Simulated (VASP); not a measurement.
# GaP (I-4m2) in VASP: further runs, part 2 of 2

VASP 6.6.1. Earlier steps stand in the parts before.

## (4) Single point, PBEsol (in-plane strain +0.005, then relaxed in part)

File INCAR:

```
  PREC = Accurate
  ENCUT = 520
  EDIFF = 1E-6
  ISMEAR = 0
  SIGMA = 0.01
  LREAL = F
  LASPH = T
  NELM = 100
  ALGO = Normal
  ISIF = 2
  LWAVE = F
  LCHARG = T
  GGA = PS
  LELF = T
  LVHAR = T
  NBANDS = 16
```

File KPOINTS:

```
regular mesh
0
Gamma
  8 8 8
```

File POSCAR:

```
GaP
1.0
    2.7328604416      2.7328604416      0.0000000000
   -2.7328604416      2.7328604416      0.0000000000
    0.0000000000      2.7328604416      2.7079361534
Ga P
1 1
Direct
    0.0000000000      0.0000000000      0.0000000000
    0.7500000000      0.2500000000      0.5000000000
```

On the command line:

```console
$ cat potpaw_PBE.64/Ga_d/POTCAR potpaw_PBE.64/P/POTCAR > POTCAR
$ mpirun -np 1 vasp_std > vasp.out
```

It took 16 s on 1 thread of Intel Xeon 6975P-C (Granite Rapids), shared host; peak memory 0.18 GiB.

It converged, with:

| Item | Value |
| --- | --- |
| Free energy | -9.9202 eV |
| Pressure | -0.6 GPa |
| Band gap on the k mesh | 1.43 eV, indirect (least direct gap 1.72 eV) |

Stress tensor (GPa, compression positive):
```
-0.80  0.00  0.00
 0.00 -0.80  0.00
 0.00  0.00 -0.13
```

Levels at points of the mesh, in eV from the valence-band top:
```csv
k point,band 7,band 8,band 9,band 10,band 11,band 12
"(0.00, 0.00, 0.00)",-0.05,-0.05,0.00,1.72,3.78,3.80
"(0.50, 0.00, 0.00)",-6.73,-1.20,-1.13,1.55,4.58,4.65
"(0.50, 0.50, 0.00)",-6.87,-2.73,-2.72,1.50,1.71,10.52
"(0.00, 0.00, 0.50)",-6.80,-2.79,-2.79,1.44,1.62,10.52
```

Caveat: the cell differs from its parent crystal (in-plane strain +0.005, then relaxed in part); the PAW data sets were made with another functional, which shifts forces and pressure a little. A k mesh can miss the band edges.

## (5) Single point, PBEsol (in-plane strain +0.005)

File INCAR:

```
PREC     = Accurate       # precision mode
ENCUT    = 520            # plane-wave cutoff, eV
EDIFF    = 1E-7           # SCF threshold, eV
ISMEAR   = 0              # smearing method
SIGMA    = 0.01           # smearing width, eV
LREAL    = F              # projectors in reciprocal space
LASPH    = T              # aspherical terms in the spheres
NELM     = 100            # most SCF steps
ALGO     = Normal         # electronic algorithm
ISIF     = 2              # what is computed and relaxed
LWAVE    = F              # write WAVECAR
LCHARG   = T              # write CHGCAR
GGA      = PS             # functional
LELF     = T              # ELF
LVHAR    = T            
NBANDS   = 16             # bands
```

File KPOINTS:

```
Automatic mesh
0
Gamma
  8 8 8
```

Edit POSCAR of step 4 so:

```diff
@@ -4,3 +4,3 @@
    -2.7328604416      2.7328604416      0.0000000000
-    0.0000000000      2.7328604416      2.7079361534
+    0.0000000000      2.7328604416      2.7111063287
 Ga P
```

On the command line:

```console
$ cat potpaw_PBE.64/Ga_d/POTCAR potpaw_PBE.64/P/POTCAR > POTCAR
$ mpirun -np 1 vasp_std > vasp.out
```

It took 19 s on 1 thread of Intel Xeon 6975P-C (Granite Rapids), shared host; peak memory 0.18 GiB.

The run converged. Its results:

```yaml
Free_energy: -9.9201 eV
Pressure: -0.6 GPa
Band_gap_on_the_k_mesh: 1.45 eV, indirect (least direct gap 1.72 eV)
```

Stress tensor (GPa, compression positive):
```
-0.84  0.00  0.00
 0.00 -0.84  0.00
 0.00  0.00 -0.25
```

Levels at points of the mesh, in eV from the valence-band top:
```tsv
k point	band 5	band 6	band 7	band 8	band 9	band 10	band 11	band 12	band 13	band 14
(0.00, 0.00, 0.00)	-14.47	-12.55	-0.04	-0.04	0.00	1.72	3.79	3.80	3.80	8.53
(0.50, 0.00, 0.00)	-14.46	-10.46	-6.72	-1.19	-1.13	1.55	4.59	4.65	8.06	10.70
(0.50, 0.50, 0.00)	-14.45	-9.56	-6.85	-2.73	-2.72	1.51	1.71	10.51	10.52	11.02
(0.00, 0.00, 0.50)	-14.45	-9.53	-6.80	-2.78	-2.78	1.45	1.64	10.51	10.51	11.10
```

Caveat: the cell differs from its parent crystal (in-plane strain +0.005); the PAW data sets were made with another functional, which shifts forces and pressure a little. A k mesh can miss the band edges.

## (6) Single point, PBEsol (in-plane strain +0.01, then relaxed in part)

File INCAR:

```
SYSTEM = GaP
ALGO = Normal ; EDIFF = 1E-6
ENCUT = 520 ; GGA = PS
ISIF = 2 ; ISMEAR = 0
LASPH = .True. ; LCHARG = .False.
LREAL = .False. ; LWAVE = .False.
NBANDS = 16 ; NELM = 100
PREC = Accurate ; SIGMA = 0.01
```

File KPOINTS:

```
k-points
0
Gamma
  8 8 8
  0 0 0
```

File POSCAR:

```
GaP
1.0
    2.7464567622      2.7464567622      0.0000000000
   -2.7464567622      2.7464567622      0.0000000000
    0.0000000000      2.7464567622      2.6947790970
Ga P
1 1
Direct
    0.0000000000      0.0000000000      0.0000000000
    0.7500000000      0.2500000000      0.5000000000
```

Potentials or basis: VASP PAW PBE potentials, release 64 (Ga_d, P).

On the command line:

```console
$ cat potpaw_PBE.64/Ga_d/POTCAR potpaw_PBE.64/P/POTCAR > POTCAR
$ mpirun -np 1 vasp_std > vasp.out
```

Wall time 16 s (1 thread of Intel Xeon 6975P-C (Granite Rapids), shared host); peak memory 0.19 GiB.

Results (log left out):

```
Free energy            : -9.9175 eV
Pressure               : -1.0 GPa
Band gap on the k mesh : 1.35 eV, indirect (least direct gap 1.64 eV)
```

Stress tensor (GPa, compression positive):
```
-1.45  0.00  0.00
 0.00 -1.45  0.00
 0.00  0.00 -0.09
```

Levels at points of the mesh, in eV from the valence-band top:
```
           k point  band 6  band 7  band 8  band 9  band 10  band 11  band 12  band 13
(0.00, 0.00, 0.00)  -12.56   -0.10   -0.10    0.00     1.64     3.73     3.77     3.77
(0.50, 0.00, 0.00)  -10.48   -6.74   -1.27   -1.11     1.50     4.51     4.67     8.02
(0.50, 0.50, 0.00)   -9.61   -6.90   -2.73   -2.72     1.50     1.71    10.42    10.43
(0.00, 0.00, 0.50)   -9.52   -6.77   -2.85   -2.85     1.37     1.53    10.44    10.44
```

Caveat: the cell differs from its parent crystal (in-plane strain +0.01, then relaxed in part); the PAW data sets were made with another functional, which shifts forces and pressure a little. A k mesh can miss the band edges.

## (7) Overview

```csv
cell,gap on the mesh (eV),pressure (GPa)
"a = 3.826, b = 3.826, c = 3.844 Å, angles 60.2, 60.2, 90.0°, 2 atoms",1.45,0.4
"a = 3.826, b = 3.826, c = 3.842 Å, angles 60.1, 60.1, 90.0°, 2 atoms",1.45,0.5
"a = 3.865, b = 3.865, c = 3.847 Å, angles 59.8, 59.8, 90.0°, 2 atoms",1.43,-0.6
"a = 3.865, b = 3.865, c = 3.849 Å, angles 59.9, 59.9, 90.0°, 2 atoms",1.45,-0.6
"a = 3.884, b = 3.884, c = 3.848 Å, angles 59.7, 59.7, 90.0°, 2 atoms",1.35,-1.0
```

Alike in all rows: task single point; level PBEsol; potentials or basis VASP PAW PBE potentials, release 64 (Ga_d, P); no spin polarisation; k mesh 8 × 8 × 8; cutoff (eV) 520; smearing gaussian 0.01 eV.

Caveats: the PAW data sets were made with another functional, which shifts forces and pressure a little.

Total energies depend on the potentials used, so only differences within one code and one set of settings carry meaning.
